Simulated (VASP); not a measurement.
# HfB2 (P6/mmm) in VASP: a series of runs, part 2 of 2

VASP 6.6.1.

## (3) Relaxation of cell and atoms, PBE

This run uses another cell than the first one, of 9.90 Å³/atom, 0.995 times its volume.

INCAR

```
ALGO = Normal
EDIFF = 1E-6
EDIFFG = -0.01
ENCUT = 600
GGA = PE
IBRION = 2
ISIF = 3
ISMEAR = 0
LASPH = True
LCHARG = False
LREAL = False
LWAVE = False
NELM = 60
NSW = 80
PREC = Accurate
SIGMA = 0.05
```

KPOINTS

```
k-points
0
Gamma
  14 14 12
```

POSCAR

```
HfB2
1.0
    3.1400000000      0.0000000000      0.0000000000
   -1.5700000000      2.7193197679      0.0000000000
    0.0000000000      0.0000000000      3.4800000000
Hf B
1 2
Direct
    0.0000000000      0.0000000000      0.0000000000
    0.3333333333      0.6666666667      0.5000000000
    0.6666666667      0.3333333333      0.5000000000
```

Potentials or basis: VASP PAW PBE potentials, release 64 (Hf_pv, B).

Launch:

```bash
$ cat potpaw_PBE.64/Hf_pv/POTCAR potpaw_PBE.64/B/POTCAR > POTCAR
$ mpirun -np 1 vasp_std > vasp.out
```

OUTCAR:

```text
EDIFF = 1E-6
   EDIFFG = -0.01
   ENCUT = 600
   GGA = PE
   IBRION = 2
   ISIF = 3
   ISMEAR = 0
   LASPH = True
   LREAL = False
   NELM = 60
   NSW = 80
   PREC = Accurate

 ion  position               nearest neighbor table
   1  0.000  0.000  0.000-   2 2.51   3 2.51   2 2.51   3 2.51   3 2.51   3 2.51   2 2.51   2 2.51
                             3 2.51   3 2.51   2 2.51   2 2.51
   2  0.333  0.667  0.500-   3 1.81   3 1.81   3 1.81   1 2.51   1 2.51   1 2.51   1 2.51   1 2.51
                             1 2.51
   3  0.667  0.333  0.500-   2 1.81   2 1.81   2 1.81   1 2.51   1 2.51   1 2.51   1 2.51   1 2.51
                             1 2.51

  LATTYP: Found a hexagonal cell.
 ALAT       =     3.1400000000
 C/A-ratio  =     1.1082802548

  Lattice vectors:

 A1 = (   3.1400000000,   0.0000000000,   0.0000000000)
 A2 = (  -1.5700000000,   2.7193197679,   0.0000000000)
 A3 = (   0.0000000000,   0.0000000000,   3.4800000000)

Analysis of symmetry for initial positions (statically):
=====================================================================
 Subroutine PRICEL returns:
 Original cell was already a primitive cell.

 Routine SETGRP: Setting up the symmetry group for a
 hexagonal supercell.

 Subroutine GETGRP returns: Found 24 space group operations
 (whereof 24 operations were pure point group operations)
 out of a pool of 24 trial point group operations.
[... 240 lines left out ...]

 number of electron      15.9999999 magnetization

 Free energy of the ion-electron system (eV)
  ---------------------------------------------------
  ext. energy  EPLUGINS =         0.00000000
  ---------------------------------------------------
  free energy    TOTEN  =       -26.40237807 eV

  energy without entropy =      -26.40196875  energy(sigma->0) =      -26.40217341

 E-fermi :   7.6579     XC(G=0): -12.5787

 val. band max:        7.6440042549   @ k =   0.3571   0.2143   0.0000
 cond. band min:       7.6855995687   @ k =   0.2857   0.2143   0.0000
 fundamental gap:      0.0415953137
 Fermi energy:         7.6578615555

 k-point     1 :       0.0000    0.0000    0.0000
  band No.  band energies     occupation
      1     -23.0078      2.00000
      2     -22.5123      2.00000
      3     -22.5123      2.00000
      4      -6.0926      2.00000
      5       4.6455      2.00000
      6       4.7523      2.00000
      7       4.7523      2.00000
      8       4.8551      2.00000
      9      11.6469      0.00000
     10      11.6469      0.00000
     11      12.2785      0.00000
     12      12.2785      0.00000
[... 331 lines left out ...]
 k-point    24 :       0.3571    0.2857    0.0000
  band No.  band energies     occupation
      1     -23.0913      2.00000
      2     -22.9772      2.00000
      3     -22.8613      2.00000
      4      -0.8545      2.00000
      5      -0.8207      2.00000
      6       0.3335      2.00000
      7       4.6485      2.00000
      8       5.5212      2.00000
      9       8.7821      0.00000
     10       9.7271      0.00000
     11      11.3433      0.00000
     12      16.3297      0.00000

 [... further k-points ...]

------------------------ aborting loop because EDIFF is reached ----------------------------------------

  FORCE on cell =-STRESS in cart. coord.  units (eV):
  Direction    XX          YY          ZZ          XY          YZ          ZX
  --------------------------------------------------------------------------------------
  -------------------------------------------------------------------------------------
  Total       -0.0153972     -0.0153972      0.0257349      0.0000000      0.0000000      0.0000000
  in kB       -0.8270390     -0.8270390      1.3823142      0.0000000      0.0000000      0.0000000
  external PRESSURE =      -0.0905879 kB  Pullay stress =       0.0000000 kB
[... 18 lines left out ...]
  FREE ENERGIE OF THE ION-ELECTRON SYSTEM (eV)
  ---------------------------------------------------
  free  energy   TOTEN  =       -26.4023780722 eV

  energy  without entropy=      -26.4019687544  energy(sigma->0) =      -26.40217341

 reached required accuracy - stopping structural energy minimisation
```

CONTCAR:

```text
HfB2
   1.00000000000000
     3.1437011907135921    0.0000000000000000    0.0000000000000000
    -1.5718505953567961    2.7225250930822815    0.0000000000000000
     0.0000000000000000   -0.0000000000000000    3.4850805880876079
  Hf              B
     1     2
Direct
     0.0000000000000000    0.0000000000000000    0.0000000000000000
     0.3333333332999970    0.6666666667000030    0.5000000000000000
     0.6666666667000030    0.3333333332999970    0.5000000000000000

  0.00000000E+00  0.00000000E+00  0.00000000E+00
  0.00000000E+00  0.00000000E+00  0.00000000E+00
  0.00000000E+00  0.00000000E+00  0.00000000E+00
```

It took 1.9 min on 1 thread of Intel Xeon Platinum 8375C at 2.90GHz (Ice Lake), shared host; peak memory 0.22 GiB.

Results:

```yaml
Free_energy: -26.4024 eV
Relaxed_volume: 9.94 Å³/atom
Relaxed_cell: a = 3.144 Å, b = 3.144 Å, c = 3.485 Å, α = 90.00°, β = 90.00°, γ = 120.00°
Space_group_after_relaxing_to_0.05_Å: P6/mmm (No. 191)
Energy_gained_by_relaxing: 0.1 meV/atom
Ionic_steps: 3
Pressure_after_relaxing: 0.0 GPa
Band_gap_on_the_k_mesh: zero (band 8 reaches 8.43 eV, above the bottom of band 9 at 7.43 eV)
```

Stress tensor (GPa, compression positive):
```
-0.08  0.00  0.00
 0.00 -0.08  0.00
 0.00  0.00  0.14
```

Step by step:
| step | energy change (eV) | largest force (eV/Å) | pressure (GPa) | volume (Å³) |
| --- | --- | --- | --- | --- |
| 1 | 0.0000 | 0.0000 | 0.97 | 29.71 |
| 2 | 0.0002 | 0.0000 | -1.22 | 29.97 |
| 3 | -0.0003 | 0.0000 | -0.01 | 29.83 |

Final structure:
```cif
data_structure
_symmetry_space_group_name_H-M 'P 1'
_symmetry_Int_Tables_number 1
_cell_length_a 3.1437
_cell_length_b 3.1437
_cell_length_c 3.4851
_cell_angle_alpha 90.000
_cell_angle_beta 90.000
_cell_angle_gamma 120.000
_cell_volume 29.83
loop_
_atom_site_label
_atom_site_type_symbol
_atom_site_fract_x
_atom_site_fract_y
_atom_site_fract_z
_atom_site_occupancy
Hf1 Hf 0.00000 0.00000 0.00000 1
B1 B 0.33333 0.66667 0.50000 1
B2 B 0.66667 0.33333 0.50000 1
```

Levels at points of the mesh, in eV from the Fermi level:
| k point | band 5 | band 6 | band 7 | band 8 | band 9 | band 10 | band 11 | band 12 |
| --- | --- | --- | --- | --- | --- | --- | --- | --- |
| (0.00, 0.00, 0.00) | -3.01 | -2.91 | -2.91 | -2.80 | 3.99 | 3.99 | 4.62 | 4.62 |
| (0.50, 0.00, 0.00) | -9.07 | -4.13 | -3.45 | -2.87 | 2.08 | 2.70 | 5.53 | 5.68 |
| (0.00, 0.00, 0.50) | -8.37 | -1.21 | -1.21 | 0.30 | 0.30 | 0.98 | 0.98 | 2.20 |
| (0.50, 0.00, 0.50) | -7.53 | -4.97 | -4.71 | -2.70 | 3.96 | 4.11 | 6.21 | 7.14 |

Caveat: spin-orbit coupling is left out, which moves the levels of the heavy elements.
